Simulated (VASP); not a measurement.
A run of VASP 6.6.1:

Contents of POSCAR:

```
HfN
1.0
    2.4741260101      0.0000000000      0.0000000000
   -1.2370630051      2.1426559769      0.0000000000
    0.0000000000      0.0000000000      2.5156553628
Hf N
1 1
Direct
    0.0000000000      0.0000000000      0.0000000000
    0.3333333333      0.6666666667      0.5000000000
```

Contents of INCAR.step1:

```
SYSTEM = HfN
PREC = Accurate
ENCUT = 520
EDIFF = 1E-6
ISMEAR = -1
SIGMA = 0.1
LREAL = .False.
LASPH = .True.
NELM = 100
ALGO = Normal
ISIF = 2
LWAVE = .False.
LCHARG = .True.
LMAXMIX = 4
GGA = PE
NBANDS = 14
```

The input KPOINTS.step1:

```
regular mesh
0
Gamma
  16 16 14
  0 0 0
```

INCAR.step2

```
SYSTEM = HfN
PREC = Accurate
ENCUT = 520
EDIFF = 1E-6
ISMEAR = -5
SIGMA = 0.1
LREAL = .False.
LASPH = .True.
NELM = 100
ALGO = Normal
ISIF = 2
LWAVE = .False.
LCHARG = .False.
LMAXMIX = 4
GGA = PE
LORBIT = 11
NBANDS = 14
NEDOS = 1001
ICHARG = 11
```

File KPOINTS.step2:

```
regular mesh
0
Gamma
  24 24 21
  0 0 0
```

Potentials or basis: VASP PAW PBE potentials, release 64 (Hf_pv, N).

The run is started by

```sh
$ cat potpaw_PBE.64/Hf_pv/POTCAR potpaw_PBE.64/N/POTCAR > POTCAR
$ cp INCAR.step1 INCAR
$ cp KPOINTS.step1 KPOINTS
$ mpirun -np 1 vasp_std > vasp.out
$ cp INCAR.step2 INCAR
$ cp KPOINTS.step2 KPOINTS
$ mpirun -np 1 vasp_std > vasp.out
```

Hardware: 1 thread of Intel Xeon 8259CL, with other jobs on the host.

Q: How long does it take, and how much memory?

A: Wall time 91 s on 1 thread of Intel Xeon 8259CL (shared host), peak memory 0.26 GiB. Counts: k points 671.
